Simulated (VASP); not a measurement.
CuO:

```xyz
2
Lattice="0.0000 2.1166 2.1166 2.1166 0.0000 2.1166 2.1166 2.1166 0.0000" Properties=species:S:1:pos:R:3 pbc="T T T"
Cu    1.9814    1.9843    0.1219
O     2.2518    2.2488    1.9946
```

Base run:

| Quantity | Value |
| --- | --- |
| Program | VASP 6.6.1 |
| Functional | PBEsol |
| Potentials or basis | VASP PAW PBE potentials, release 64 (Cu, O) |
| Cutoff | 520 eV |
| k mesh | 11 × 11 × 11 |
| Occupations | fermi-dirac, width 0.05 eV |
| Spin | no spin polarisation |
| Hubbard terms | Cu d U = 5.3 eV |

Its results: pressure 3.8 GPa; largest force 0.781 eV/Å.

Task: The run is repeated on the same cell with these changes: functional from PBEsol to PBE. What comes out?

Result: Pressure 13.4 GPa; largest force 0.944 eV/Å.

PBE binds less tightly than PBEsol, so the same cell stands under more pressure.

Caveats: an odd number of electrons without spin polarisation forces a metal; a magnetic or distorted state may lie lower; U without spin polarisation on a metal has little footing; the PAW data sets were made with another functional, which shifts forces and pressure a little (some runs).
